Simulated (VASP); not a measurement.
Runs of VASP 6.6.1 on NaF. The structure is that of space group I4/mmm (No. 139), or close to it. The cells are those of the table. 

```tsv
cell	gap on the mesh (eV)	pressure (GPa)
a = 3.265, b = 3.265, c = 3.331 Å, angles 59.3, 59.3, 61.3°, 2 atoms	6.12	-0.3
a = 3.194, b = 3.194, c = 3.688 Å, angles 54.7, 54.7, 70.5°, 2 atoms	5.63	(c)
a = 3.246, b = 3.246, c = 3.378 Å, angles 58.6, 58.6, 62.7°, 2 atoms	(a)	0.4
a = 3.585, b = 3.585, c = 2.927 Å, angles 65.9, 65.9, 48.2°, 2 atoms	5.90	12.1
a = 3.491, b = 3.491, c = 3.011 Å, angles 64.5, 64.5, 51.1°, 2 atoms	(b)	6.8
```

Alike in all rows: task single point; level PBEsol; potentials or basis VASP PAW PBE potentials, release 64 (Na_pv, F); no spin polarisation; k mesh 10 × 10 × 10; cutoff (eV) 520; smearing gaussian 0.05 eV.

Q: Estimate the missing entries.

A: (a) 6.11; (b) 6.00; (c) 20.7.

Caveats: the PAW data sets were made with another functional, which shifts forces and pressure a little; the cell stands under pressure (at least some runs).

A k mesh can miss the band edges.
